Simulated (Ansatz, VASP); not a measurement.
Given: the input of a run of VASP 6.6.1 on Te.

Contents of INCAR:

```
SYSTEM = Te
ALGO     = Normal         ! electronic algorithm
EDIFF    = 1E-6           ! SCF threshold, eV
ENCUT    = 520            ! plane-wave cutoff, eV
GGA      = PE             ! functional
ISIF     = 2              ! what is computed and relaxed
ISMEAR   = -1             ! smearing method
LASPH    = .TRUE.         ! aspherical terms in the spheres
LCHARG   = .TRUE.         ! write CHGCAR
LELF     = .TRUE.         ! ELF
LREAL    = .FALSE.        ! projectors in reciprocal space
LVHAR    = .TRUE.       
LWAVE    = .FALSE.        ! write WAVECAR
NBANDS   = 20             ! bands
NELM     = 100            ! most SCF steps
PREC     = Accurate       ! precision mode
SIGMA    = 0.05           ! smearing width, eV
```

Contents of KPOINTS:

```
k-points
0
G
  5 4 9
  0 0 0
```

The input POSCAR:

```
Te
1.0
    5.5072689146      0.0000000000      0.0000000000
    0.0000000000      8.4247675268      0.0000000000
    0.0000000000      0.0000000000      3.1007181114
Te
4
Direct
    0.3107647500      0.3930730700      0.7638832400
    0.1892352500      0.8930730700      0.2361167600
    0.6892352500      0.6069269300      0.7638832400
    0.8107647500      0.1069269300      0.2361167600
```

Potentials or basis: VASP PAW PBE potentials, release 64 (Te).

The run is started by

```console
$ cat potpaw_PBE.64/Te/POTCAR > POTCAR
$ mpirun -np 1 vasp_std > vasp.out
```

Task: Set up the same calculation for Ansatz 0.2.0. Potentials there: Ansatz PAW.

Result: As run (the cutoff follows the program's own potentials):

File input.yaml:

```yaml
crystal:
  lattice:
    - [5.5072689146, 0.0, 0.0]
    - [0.0, 8.4247675268, 0.0]
    - [0.0, 0.0, 3.1007181114]
  atoms:
    - { symbol: Te, position: [0.31076475, 0.39307307, 0.76388324] }
    - { symbol: Te, position: [0.18923525, 0.89307307, 0.23611676] }
    - { symbol: Te, position: [0.68923525, 0.60692693, 0.76388324] }
    - { symbol: Te, position: [0.81076475, 0.10692693, 0.23611676] }
hamiltonian:
  xc: pbe
  pseudopotentials: { kind: paw }
kpoints:
  mp_grid: { grid: [5, 4, 9] }
scf:
  occupations: { method: fermi_dirac, width: 0.05 }
output:
  forces: true
  stress: true
  eigenvalues: true
```

Potentials or basis: Ansatz PAW.

Run with:

```bash
$ ansatz run input.yaml --threads 2 --pin off --max-ram 5120MiB --backend cpu --events-out ev --progress --plain --runs-dir out
```

Both were run:

|  | VASP | Ansatz | Ansatz less VASP |
| --- | --- | --- | --- |
| gap on the k mesh at the Fermi level (eV) | none | none | - |
| pressure (GPa) | 0.1 | 0.1 | -0.01 |
| traceless stress, the component that is largest in VASP (GPa) | 0.46 | 0.44 | -0.026 |
| rms of the force components (eV/Å) | 0.163 | 0.152 | -0.0109 |

Atom by atom the forces differ by 0.011 eV/Å (rms over components). A gap of «none» marks a metal or a gap that the smearing closes. VASP's potentials hold 24 valence electrons a cell and Ansatz's 64, so a difference there can come from the potentials and not from the codes.

Spin-orbit coupling is off throughout.
